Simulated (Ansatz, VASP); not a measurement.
## One calculation of Zn2H, two programs

Contents of INCAR:

```
SYSTEM = Zn2H
  ALGO = Normal
  EDIFF = 1E-6
  EDIFFG = -0.01
  ENCUT = 600
  GGA = PE
  IBRION = 2
  ISIF = 3
  ISMEAR = 0
  LASPH = .True.
  LCHARG = .False.
  LREAL = .False.
  LWAVE = .False.
  NELM = 100
  NSW = 100
  PREC = Accurate
  SIGMA = 0.1
```

File KPOINTS:

```
k-points
0
Gamma
  12 12 18
  0 0 0
```

POSCAR

```
Zn2H
1.0
    4.3452533276      0.0000000000      0.0000000000
   -2.1726266638      3.7630997676      0.0000000000
    0.0000000000      0.0000000000      2.5950358681
Zn H
2 1
Direct
    0.3333333333      0.6666666667      0.5000000000
    0.6666666667      0.3333333333      0.5000000000
    0.0000000000      0.0000000000      0.0000000000
```

Input for Ansatz:

```yaml
crystal:
  lattice:
    - [4.3452536454, 0.0, 0.0]
    - [-2.1726268227, 3.7631000428, 0.0]
    - [0.0, 0.0, 2.5950360865]
  atoms:
    - { symbol: Zn, position: [0.3333333333, 0.6666666667, 0.5] }
    - { symbol: Zn, position: [0.6666666667, 0.3333333333, 0.5] }
    - { symbol: H, position: [0.0, 0.0, 0.0] }
basis:
  ecutwfc: 420
kpoints:
  mp_grid: { grid: [12, 12, 18] }
hamiltonian:
  xc: pbe
scf:
  occupations: { method: gaussian, width: 0.1 }
output:
  forces: true
  stress: true
  eigenvalues: true
relax:
  adjacent_minimum: "off"
  f_tol: 0.01
  max_steps: 80
  cell: { stress_tol: 0.05 }
```

Alike in both runs: task relaxation of cell and atoms; functional PBE; k mesh 12 × 12 × 18; occupations gaussian, width 0.1 eV; no spin polarisation.

```csv
,VASP,Ansatz
version,VASP 6.6.1,Ansatz 0.2.0
potentials or method,"VASP PAW PBE potentials, release 64 (Zn, H), cutoff 600 eV","scalar-relativistic, plane waves, PAW"
valence electrons in the cell,25,25
```

|  | VASP | Ansatz | Ansatz less VASP |
| --- | --- | --- | --- |
| gap on the k mesh at the Fermi level, each at its own relaxed structure (eV) | none | none | - |
| relaxed volume (Å³/atom) | 14.14 | 14.10 | -0.048 |
| relaxed cell length with the largest relative difference (Å) | 2.595 | 2.588 | -0.0066 |

A gap of «none» marks a metal or a gap that the smearing closes.

Noted on VASP's run: the relaxation stopped at its first step, so nothing moved.
